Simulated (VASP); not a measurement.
MgO, 4 atoms in the cell. The structure is hexagonal, space group P6_3/mmc (No. 194). The conventional cell has a = 3.484 Å, b = 3.484 Å, c = 4.185 Å, α = 90.00°, β = 90.00°, γ = 120.00°. Within 2.7 Å of Mg (site symmetry -6m2) lie 5 O at 2.01 to 2.09 Å. O (site symmetry -6m2) has 5 Mg at 2.01 to 2.09 Å within 2.7 Å. 

* Program: VASP 6.6.1
* Task: single point
* Functional: HSE06
* Potentials or basis: VASP PAW PBE potentials, release 64 (Mg, O)
* Cutoff: 520 eV
* k mesh: 6 × 6 × 4
* Occupations: gaussian, width 0.01 eV
* Spin: no spin polarisation
* Dipole correction: no
* Grid for exact exchange (PRECFOCK): Normal
* Further INCAR settings: ALGO = Normal; EDIFF = 1e-06; NBANDS = 16
* Share of exact exchange: 0.25
* Screening parameter: 0.2079 1/Å

Potentials or basis: VASP PAW PBE potentials, release 64 (Mg, O).

Run with:

```sh
$ cat potpaw_PBE.64/Mg/POTCAR potpaw_PBE.64/O/POTCAR > POTCAR
$ cp INCAR.step1 INCAR
$ mpirun -np 1 vasp_std > vasp.out
$ cp INCAR.step2 INCAR
$ mpirun -np 1 vasp_std > vasp.out
```

Hardware: 1 thread of AMD EPYC 7R43 64-Core Processor (Zen 3), on a shared host.

Task: Estimate the wall time of this run.

Result: Run time: 34 min on 1 thread of AMD EPYC 7R43 64-Core Processor (Zen 3) (shared host), peak memory 0.25 GiB. Counts: k points 21.
